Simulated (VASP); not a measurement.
## MgS: electric field gradients with PBEsol

The system is MgS.

```
CELL_PARAMETERS angstrom
0.00000 2.58419 2.58419
2.58419 0.00000 2.58419
2.58419 2.58419 0.00000
ATOMIC_POSITIONS crystal
Mg 0.00000 0.00000 0.00000
S 0.50000 0.50000 0.50000
```

This cell differs from its parent crystal: volume scaled by 0.98.

| Quantity | Value |
| --- | --- |
| Program | VASP 6.6.1 |
| Task | electric field gradients |
| Functional | PBEsol |
| Potentials or basis | VASP PAW PBE potentials, release 64 (Mg, S) |
| Cutoff | 520 eV |
| k mesh | 10 × 10 × 10 |
| Occupations | fermi-dirac, width 0.03 eV |
| Spin | no spin polarisation |
| Dipole correction | no |
| Further INCAR settings | ALGO = Normal; EDIFF = 1e-08; NBANDS = 11 |

* Pressure: 0.4 GPa
* Band gap on the k mesh: 2.75 eV, indirect (least direct gap 3.75 eV)

Levels at points of the mesh, in eV from the valence-band top:
```tsv
k point	band 1	band 2	band 3	band 4	band 5	band 6	band 7	band 8	band 9
(0.00, 0.00, 0.00)	-12.80	0.00	0.00	0.00	3.75	7.84	7.84	7.84	10.33
(0.50, 0.00, 0.00)	-11.42	-5.00	-0.62	-0.62	4.43	6.85	6.85	10.29	12.09
(0.50, 0.50, 0.00)	-11.03	-4.37	-1.75	-1.75	2.75	4.18	12.07	12.88	13.47
```

Wall time 31 s on 1 thread of Intel Xeon 8259CL, on a shared host, peak memory 0.16 GiB.

Caveat: without QUAD_EFG the Cq values of the log hold for a quadrupole moment of 1 mb, not for the nuclei; the PAW data sets were made with another functional, which shifts forces and pressure a little. A k mesh can miss the band edges.
